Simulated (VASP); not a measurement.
The system is BaZrO3.

```xyz
5
Lattice="4.2053 0.0000 0.0000 0.0000 4.2053 0.0000 0.0000 0.0000 4.2053" Properties=species:S:1:pos:R:3 pbc="T T T"
Ba    0.0000    0.0000    0.0000
Zr    2.1027    2.1027    2.1027
O     2.1027    0.0000    2.1027
O     2.1027    2.1027    0.0000
O     0.0000    2.1027    2.1027
```

Base run:

- Program: VASP 6.6.1
- Functional: r2SCAN
- Potentials or basis: VASP PAW PBE potentials, release 64 (Ba_sv, Zr_sv, O)
- Cutoff: 520 eV
- k mesh: 6 × 6 × 6
- Occupations: gaussian, width 0.01 eV
- Spin: no spin polarisation

Its results: band gap on the k mesh 3.68 eV (least direct gap 3.93 eV); pressure 1.0 GPa.

The run is repeated on the same cell with these changes: functional from r2SCAN to PBE; occupations from gaussian, width 0.01 eV to fermi-dirac, width 0.02 eV. What comes out?

Band gap on the k mesh 3.17 eV (least direct gap 3.40 eV); pressure 3.4 GPa.

Caveats: spin-orbit coupling is left out, which moves the levels of the heavy elements; the PAW data sets were made with another functional, which shifts forces and pressure a little (at least some runs); the cell stands under pressure (at least some runs).

A k mesh can miss the band edges.
